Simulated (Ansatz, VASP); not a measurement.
**Mn in VASP and in Ansatz**

```xyz
2
Lattice="2.6389 0.0000 0.0000 0.0000 2.6389 0.0000 0.0000 0.0000 3.5479" Properties=species:S:1:pos:R:3 pbc="T T T"
Mn    2.6389    0.0000    0.0000
Mn    1.3195    1.3195    1.7740
```

Alike in both runs: task single point; functional PBE; k mesh 14 × 14 × 10; occupations fermi-dirac, width 0.05 eV; collinear spin.

|  | VASP | Ansatz |
| --- | --- | --- |
| version | VASP 6.6.1 | Ansatz 0.2.0 |
| potentials or method | VASP PAW PBE potentials, release 64 (Mn_pv), cutoff 520 eV | plane waves (420 eV) with PAW, scalar-relativistic |
| valence electrons in the cell | 26 | 30 |

|  | VASP | Ansatz | Ansatz less VASP |
| --- | --- | --- | --- |
| pressure (GPa) | -9.1 | -9.5 | -0.42 |
| traceless stress, the component that is largest in VASP (GPa) | 0.71 | 0.68 | -0.031 |
| net moment per atom (μB) | 0.00 | 0.00 | 0.000 |
| size of the moment on the site where the two differ most (μB) | 2.24 | 2.18 | -0.058 |

Site moments also hang on the region over which each program counts them. VASP's potentials hold 26 valence electrons a cell and Ansatz's 30, so a difference there can come from the potentials and not from the codes.
